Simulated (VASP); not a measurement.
# CrGe4Mo (P4/mmm) in VASP: a series of runs

The runs below take CrGe4Mo through single point, relaxation of shape and atoms at fixed volume, with PBE.

Everything below comes from runs of VASP 6.6.1. Logs are shortened: lines on timing, memory, paths and dates and some standing lists are left out, and cuts for length are marked.

## (1) The cell of the first run

It takes space group P4/mmm (No. 123, tetragonal). The conventional cell has a = 3.290 Å, b = 3.290 Å, c = 8.170 Å, α = 90.00°, β = 90.00°, γ = 90.00°. Cr (site symmetry 4/mmm) has 10 Ge at 2.65 to 2.73 Å and 4 Cr at 3.29 Å within 3.5 Å. Within 3.6 Å of Ge (site symmetry 4mm) lie 4 Mo at 2.69 Å and 9 Ge at 2.71 to 3.29 Å and 1 Cr at 2.73 Å. Within 3.4 Å of Ge (site symmetry 4mm) lie 9 Ge at 2.55 to 3.29 Å and 4 Cr at 2.65 Å and 1 Mo at 2.81 Å. Within 3.6 Å of Mo (site symmetry 4/mmm) lie 10 Ge at 2.69 to 2.81 Å and 4 Mo at 3.29 Å.

## (2) Single point, PBE

The input, INCAR:

```
ALGO     = Normal         # electronic algorithm
EDIFF    = 1E-7           # SCF threshold, eV
ENCUT    = 520            # plane-wave cutoff, eV
GGA      = PE             # functional
ISIF     = 2              # what is computed and relaxed
ISMEAR   = 0              # smearing method
LASPH    = T              # aspherical terms in the spheres
LCHARG   = T              # write CHGCAR
LELF     = T              # ELF
LREAL    = F              # projectors in reciprocal space
LVHAR    = T            
LWAVE    = F              # write WAVECAR
NBANDS   = 50             # bands
NELM     = 100            # most SCF steps
PREC     = Accurate       # precision mode
SIGMA    = 0.1            # smearing width, eV
```

The input, KPOINTS:

```
k-points
0
Gamma
  12 12 6
```

The input, POSCAR:

```
CrGe4Mo
1.0
    3.2902351000      0.0000000000      0.0000000000
    0.0000000000      3.2902351000      0.0000000000
    0.0000000000      0.0000000000      8.1700603000
Cr Ge Mo
1 4 1
Direct
    0.0000000000      0.0000000000      0.0000000000
    0.0000000000      0.0000000000      0.6661190000
    0.5000000000      0.5000000000      0.1562800000
    0.0000000000      0.0000000000      0.3338810000
    0.5000000000      0.5000000000      0.8437200000
    0.5000000000      0.5000000000      0.5000000000
```

Potentials or basis: VASP PAW PBE potentials, release 64 (Cr_pv, Ge_d, Mo_sv).

Command:

```
> cat potpaw_PBE.64/Cr_pv/POTCAR potpaw_PBE.64/Ge_d/POTCAR potpaw_PBE.64/Mo_sv/POTCAR > POTCAR
> mpirun -np 1 vasp_std > vasp.out
```

OUTCAR:

```text
EDIFF = 1E-7
   ENCUT = 520
   GGA = PE
   ISIF = 2
   ISMEAR = 0
   LASPH = T
   LREAL = F
   NELM = 100
   PREC = Accurate

 ion  position               nearest neighbor table
   1  0.000  0.000  0.000-   3 2.65   5 2.65   3 2.65   5 2.65   3 2.65   5 2.65   3 2.65   5 2.65
                             4 2.73   2 2.73
   2  0.000  0.000  0.666-   6 2.69   6 2.69   6 2.69   6 2.69   4 2.71   1 2.73   5 2.74   5 2.74
                             5 2.74   5 2.74
   3  0.500  0.500  0.156-   5 2.55   1 2.65   1 2.65   1 2.65   1 2.65   4 2.74   4 2.74   4 2.74
                             4 2.74   6 2.81
   4  0.000  0.000  0.334-   6 2.69   6 2.69   6 2.69   6 2.69   2 2.71   1 2.73   3 2.74   3 2.74
                             3 2.74   3 2.74
   5  0.500  0.500  0.844-   3 2.55   1 2.65   1 2.65   1 2.65   1 2.65   2 2.74   2 2.74   2 2.74
                             2 2.74   6 2.81
   6  0.500  0.500  0.500-   2 2.69   4 2.69   2 2.69   4 2.69   2 2.69   4 2.69   2 2.69   4 2.69
                             3 2.81   5 2.81

  LATTYP: Found a simple tetragonal cell.
 ALAT       =     3.2902351000
 C/A-ratio  =     2.4831235616

  Lattice vectors:

 A1 = (   3.2902351000,   0.0000000000,   0.0000000000)
 A2 = (   0.0000000000,   3.2902351000,   0.0000000000)
 A3 = (   0.0000000000,   0.0000000000,   8.1700603000)

Analysis of symmetry for initial positions (statically):
=====================================================================
 Subroutine PRICEL returns:
 Original cell was already a primitive cell.

 Routine SETGRP: Setting up the symmetry group for a
 simple tetragonal supercell.

 Subroutine GETGRP returns: Found 16 space group operations
 (whereof 16 operations were pure point group operations)
 out of a pool of 16 trial point group operations.

The static configuration has the point symmetry D_4h.

Analysis of symmetry for dynamics (positions and initial velocities):
=====================================================================
 Subroutine PRICEL returns:
 Original cell was already a primitive cell.

 Routine SETGRP: Setting up the symmetry group for a
 simple tetragonal supercell.

 Subroutine GETGRP returns: Found 16 space group operations
 (whereof 16 operations were pure point group operations)
 out of a pool of 16 trial point group operations.

The dynamic configuration has the point symmetry D_4h.

[... 106 lines left out ...]
   EDIFF  = 0.1E-06   stopping-criterion for ELM
   LREAL  =      F    real-space projection
   EDIFFG = 0.1E-05   stopping-criterion for IOM
   NSW    =      0    number of steps for IOM
   IBRION =     -1    ionic relax: 0-MD 1-quasi-New 2-CG
   NFREE  =      0    steps in history (QN), initial steepest desc. (CG)
   ISIF   =      2    stress and relaxation
   ISYM   =      2    0-nonsym 1-usesym 2-fastsym
   POTIM  = 0.5000    time-step for ionic-motion
   TEBEG  =    0.0;   TEEND  =   0.0 temperature during run
   PSTRESS=    0.0 pullay stress
   NELECT =      82.0000    total number of electrons
   NUPDOWN=      -1.0000    fix difference up-down
   EMIN   =  10.00;   EMAX   =-10.00  energy-range for DOS
   EFERMI =   0.00;   METHOD = LEGACY
   ISMEAR =     0;   SIGMA  =   0.10  broadening in eV -4-tet -1-fermi 0-gaus
   EFERMI_NEDOS =   21; number of points for ismear=-14 and -15
   IALGO  =     38    algorithm
   IMIX   =      4    mixing-type and parameters
     AMIX     =   0.40;   BMIX     =  1.00
     AMIX_MAG =   1.60;   BMIX_MAG =  1.00
  volume/ion in A,a.u.               =      14.74        99.48
  Fermi-wavevector in a.u.,A,eV,Ry     =   1.596319  3.016606 34.670842  2.548235
  Thomas-Fermi vector in A             =   2.694100
   LORBIT       =      0    0 simple, 1 ext, 2 COOP (PROOUT), +10 PAW based schemes
   GGA     = PE    functional components
   LHFCALC =     F    Hartree Fock is set to
   AEXX    =    0.0000 exact exchange contribution
   IVDW    =     0    specifies the selected vdW correction
   LEPSILON=     F    determine dielectric tensor
   LRPA    =     F    only Hartree local field effects (RPA)
 non-spin polarized calculation
 Gauss-broadening in eV      SIGMA  =   0.10
  energy-cutoff  :      520.00
  volume of cell :       88.45
 maximum number of plane-waves:      2416
   NGX = 13   NGY = 13   NGZ = 31

 number of electron      82.0000018 magnetization

 Free energy of the ion-electron system (eV)
  ---------------------------------------------------
  ext. energy  EPLUGINS =         0.00000000
  ---------------------------------------------------
  free energy    TOTEN  =       -38.70033367 eV

  energy without entropy =      -38.69508679  energy(sigma->0) =      -38.69771023

 E-fermi :   9.8775     XC(G=0): -12.7323

 val. band max:        9.8580790629   @ k =   0.1667   0.0833   0.0000
 cond. band min:       9.8812626909   @ k =   0.0833   0.0000   0.0000
 fundamental gap:      0.0231836281
 Fermi energy:         9.8774573279

 k-point     1 :       0.0000    0.0000    0.0000
  band No.  band energies     occupation
      1     -50.9432      2.00000
      2     -33.0870      2.00000
      3     -33.0870      2.00000
      4     -32.9785      2.00000
      5     -25.0906      2.00000
      6     -25.0051      2.00000
[... 1261 lines left out ...]
     49      13.2871      0.00000
     50      14.0991      0.00000

 [... further k-points ...]

------------------------ aborting loop because EDIFF is reached ----------------------------------------

  FORCE on cell =-STRESS in cart. coord.  units (eV):
  Direction    XX          YY          ZZ          XY          YZ          ZX
  --------------------------------------------------------------------------------------
  -------------------------------------------------------------------------------------
  Total        0.1009629      0.1009629      0.1111479      0.0000000      0.0000000      0.0000000
  in kB        1.8289131      1.8289131      2.0134119      0.0000000      0.0000000      0.0000000
  external PRESSURE =       1.8904127 kB  Pullay stress =       0.0000000 kB

 VOLUME and BASIS-vectors are now :
 -----------------------------------------------------------------------------
  energy-cutoff  :      520.00
  volume of cell :       88.45
      direct lattice vectors                 reciprocal lattice vectors
     3.290235100  0.000000000  0.000000000     0.303929649  0.000000000  0.000000000
     0.000000000  3.290235100  0.000000000     0.000000000  0.303929649  0.000000000
     0.000000000  0.000000000  8.170060300     0.000000000  0.000000000  0.122398117

 POSITION                                       TOTAL-FORCE (eV/Angst)
 -----------------------------------------------------------------------------------
      0.00000      0.00000      0.00000         0.000000     -0.000000      0.000000
      0.00000      0.00000      5.44223         0.000000     -0.000000      0.013974
      1.64512      1.64512      1.27682        -0.000000     -0.000000     -0.007500
      0.00000      0.00000      2.72783         0.000000      0.000000     -0.013974
      1.64512      1.64512      6.89324         0.000000      0.000000      0.007500
      1.64512      1.64512      4.08503         0.000000     -0.000000      0.000000
 -----------------------------------------------------------------------------------
    total drift:                                0.000000     -0.000000      0.000000

  FREE ENERGIE OF THE ION-ELECTRON SYSTEM (eV)
  ---------------------------------------------------
  free  energy   TOTEN  =       -38.7003336656 eV

  energy  without entropy=      -38.6950867858  energy(sigma->0) =      -38.69771023
```

Wall time 10 min (1 thread of Intel Xeon Platinum 8259CL at 2.50GHz (Skylake/Cascade Lake), shared host); peak memory 0.5 GiB.

Results:

* Free energy: -38.7003 eV
* Pressure: 0.2 GPa
* Largest force: 0.014 eV/Å
* Band gap on the k mesh: zero (bands 41 and 42 overlap by 0.74 eV)

Forces in eV/Å, atoms in the order of the input:
```
Cr   0.000  0.000  0.000
Ge   0.000  0.000  0.014
Ge   0.000  0.000 -0.007
Ge   0.000  0.000 -0.014
Ge   0.000  0.000  0.007
Mo   0.000  0.000  0.000
```

Levels at points of the mesh, in eV from the Fermi level:
```
           k point  band 39  band 40  band 41  band 42  band 43  band 44
(0.00, 0.00, 0.00)    -0.39    -0.31    -0.31     0.03     0.54     2.48
(0.50, 0.00, 0.00)    -1.56    -0.22    -0.19     0.76     1.82     1.82
(0.50, 0.50, 0.00)    -2.16    -1.34    -1.34     0.77     1.12     1.59
(0.00, 0.00, 0.50)    -1.29     0.03     0.54     0.81     1.18     1.44
(0.50, 0.00, 0.50)    -1.53    -0.14    -0.08     0.80     1.61     2.23
(0.50, 0.50, 0.50)    -2.27    -1.39    -1.39    -0.20     0.12     0.77
```

Caveat: the run has no spin polarisation, though such a crystal can be magnetic. Spin polarisation is off, so any magnetic state and its effect on volume and gap are missing.

## (3) Single point, PBE (15.18 Å³/atom)

This run uses another cell than the first one, of 15.18 Å³/atom.

The input, INCAR:

```
SYSTEM = CrGe4Mo
PREC = Accurate
ENCUT = 520
EDIFF = 1E-6
ISMEAR = 0
SIGMA = 0.1
LREAL = .FALSE.
LASPH = .TRUE.
NELM = 100
ALGO = Normal
ISIF = 2
LWAVE = .FALSE.
LCHARG = .FALSE.
GGA = PE
NBANDS = 50
```

The input, KPOINTS:

```
regular mesh
0
G
  12 12 6
  0 0 0
```

The input, POSCAR:

```
CrGe4Mo
1.0
    3.3223764027      0.0000000000      0.0000000000
    0.0000000000      3.3223764027      0.0000000000
    0.0000000000      0.0000000000      8.2531299187
Cr Ge Mo
1 4 1
Direct
    0.0000000000      0.0000000000      0.0000000000
    0.0000000000      0.0000000000      0.6652166940
    0.5000000000      0.5000000000      0.1560563019
    0.0000000000      0.0000000000      0.3347833060
    0.5000000000      0.5000000000      0.8439436981
    0.5000000000      0.5000000000      0.5000000000
```

Potentials or basis: VASP PAW PBE potentials, release 64 (Cr_pv, Ge_d, Mo_sv).

Command:

```
> cat potpaw_PBE.64/Cr_pv/POTCAR potpaw_PBE.64/Ge_d/POTCAR potpaw_PBE.64/Mo_sv/POTCAR > POTCAR
> mpirun -np 1 vasp_std > vasp.out
```

It took 11 min on 1 thread of Intel Xeon Platinum 8259CL at 2.50GHz (Skylake/Cascade Lake), shared host; peak memory 0.53 GiB.

It converged, with:

| Item | Value |
| --- | --- |
| Free energy | -38.6688 eV |
| Pressure | -3.8 GPa |
| Largest force | 0.010 eV/Å |
| Band gap on the k mesh | zero (bands 41 and 42 overlap by 0.72 eV) |

Forces in eV/Å, atoms in the order of the input:
```
Cr   0.000  0.000  0.000
Ge   0.000  0.000  0.010
Ge   0.000  0.000 -0.007
Ge   0.000  0.000 -0.010
Ge   0.000  0.000  0.007
Mo   0.000  0.000  0.000
```

Levels at points of the mesh, in eV from the Fermi level:
| k point | band 37 | band 38 | band 39 | band 40 | band 41 | band 42 | band 43 | band 44 | band 45 | band 46 |
| --- | --- | --- | --- | --- | --- | --- | --- | --- | --- | --- |
| (0.00, 0.00, 0.00) | -1.13 | -0.37 | -0.37 | -0.27 | -0.27 | 0.03 | 0.51 | 2.34 | 2.66 | 2.91 |
| (0.50, 0.00, 0.00) | -1.93 | -1.70 | -1.50 | -0.20 | -0.18 | 0.73 | 1.69 | 1.74 | 2.44 | 2.55 |
| (0.50, 0.50, 0.00) | -3.51 | -2.08 | -2.08 | -1.33 | -1.33 | 0.74 | 1.06 | 1.49 | 1.92 | 2.29 |
| (0.00, 0.00, 0.50) | -1.45 | -1.22 | -1.22 | 0.03 | 0.51 | 0.72 | 1.05 | 1.40 | 1.40 | 1.50 |
| (0.50, 0.00, 0.50) | -1.72 | -1.55 | -1.45 | -0.13 | -0.07 | 0.77 | 1.51 | 2.10 | 2.20 | 3.62 |
| (0.50, 0.50, 0.50) | -2.27 | -2.20 | -2.20 | -1.36 | -1.36 | -0.21 | 0.07 | 0.74 | 1.92 | 2.34 |

Caveat: the cell stands under tension; the run has no spin polarisation, though such a crystal can be magnetic.

## (4) Relaxation of shape and atoms at fixed volume, PBE (15.63 Å³/atom)

This run uses another cell than the first one, of 15.63 Å³/atom.

The input, INCAR:

```
SYSTEM = CrGe4Mo
  PREC = Accurate
  ENCUT = 600
  EDIFF = 1E-7
  ISMEAR = 0
  SIGMA = 0.1
  LREAL = .FALSE.
  LASPH = .TRUE.
  NELM = 80
  ALGO = Fast
  ISIF = 4
  LWAVE = .FALSE.
  LCHARG = .FALSE.
  GGA = PE
  IBRION = 2
  NSW = 50
  EDIFFG = -0.01
```

The input, KPOINTS:

```
Automatic mesh
0
G
  12 12 6
  0 0 0
```

POSCAR: that of step 3 with these lines changed.

```diff
@@ -2,5 +2,5 @@
 1.0
-    3.3223764027      0.0000000000      0.0000000000
-    0.0000000000      3.3223764027      0.0000000000
-    0.0000000000      0.0000000000      8.2531299187
+    3.3543242895      0.0000000000      0.0000000000
+    0.0000000000      3.3543242895      0.0000000000
+    0.0000000000      0.0000000000      8.3324918056
 Cr Ge Mo
```

Command:

```
> cat potpaw_PBE.64/Cr_pv/POTCAR potpaw_PBE.64/Ge_d/POTCAR potpaw_PBE.64/Mo_sv/POTCAR > POTCAR
> mpirun -np 1 vasp_std > vasp.out
```

Run time: 43 min. Hardware: 1 thread of Oxide Virtual Turin-like, shared host; peak memory 0.61 GiB.

Results (log left out):

| Property | Result |
| --- | --- |
| Free energy | -38.5744 eV |
| Energy gained by relaxing | 0.1 meV/atom |
| Ionic steps | 4 |
| Pressure after relaxing | -7.5 GPa |
| Largest force after relaxing | 0.004 eV/Å |
| Band gap on the k mesh | zero (bands 41 and 42 overlap by 0.69 eV) |

Forces in eV/Å, atoms in the order of the input:
```
Cr   0.000  0.000  0.000
Ge   0.000  0.000 -0.004
Ge   0.000  0.000  0.001
Ge   0.000  0.000  0.004
Ge   0.000  0.000 -0.001
Mo   0.000  0.000  0.000
```

Step by step:
| step | energy change (eV) | largest force (eV/Å) | pressure (GPa) | volume (Å³) |
| --- | --- | --- | --- | --- |
| 1 | 0.0000 | 0.0929 | -7.57 | 93.75 |
| 2 | -0.0006 | 0.0277 | -7.50 | 93.75 |
| 3 | -0.0007 | 0.0152 | -7.49 | 93.75 |
| 4 | -0.0008 | 0.0041 | -7.47 | 93.75 |

Final structure:
```
Cr Ge Mo
1.0
     3.35416    0.00000    0.00000
     0.00000    3.35416    0.00000
     0.00000    0.00000    8.33332
Cr Ge Mo
1 4 1
Direct
  0.00000 0.00000 0.00000
  0.00000 0.00000 0.66441
  0.50000 0.50000 0.15576
  0.00000 0.00000 0.33559
  0.50000 0.50000 0.84424
  0.50000 0.50000 0.50000
```

Levels at points of the mesh, in eV from the Fermi level:
```tsv
k point	band 39	band 40	band 41	band 42	band 43	band 44
(0.00, 0.00, 0.00)	-0.36	-0.24	-0.24	0.03	0.48	2.20
(0.50, 0.00, 0.00)	-1.45	-0.18	-0.16	0.71	1.57	1.68
(0.50, 0.50, 0.00)	-1.99	-1.31	-1.31	0.71	1.01	1.40
(0.00, 0.00, 0.50)	-1.15	0.03	0.48	0.63	0.92	1.36
(0.50, 0.00, 0.50)	-1.37	-0.11	-0.06	0.74	1.42	1.99
(0.50, 0.50, 0.50)	-2.13	-1.32	-1.32	-0.21	0.03	0.71
```

Caveat: the run has no spin polarisation, though such a crystal can be magnetic. Spin polarisation is off, so any magnetic state and its effect on volume and gap are missing.

## (5) The runs side by side

```tsv
task	cell	cutoff (eV)	gap on the mesh (eV)	pressure (GPa)	largest force (eV/Å)
single point	a = 3.290, b = 3.290, c = 8.170 Å, 6 atoms	520	none	0.2	0.01
single point	a = 3.322, b = 3.322, c = 8.253 Å, 6 atoms	520	none	-3.8	0.01
relaxation of shape and atoms at fixed volume	relaxed from a = 3.354, b = 3.354, c = 8.332 Å, 6 atoms	600	none	-7.5	-
```

Alike in all rows: level PBE; potentials or basis VASP PAW PBE potentials, release 64 (Cr_pv, Ge_d, Mo_sv); no spin polarisation; k mesh 12 × 12 × 6; smearing gaussian 0.1 eV.

Caveats: the run has no spin polarisation, though such a crystal can be magnetic; the cell stands under tension (at least some runs).

Total energies depend on the potentials used, so only differences within one code and one set of settings carry meaning.
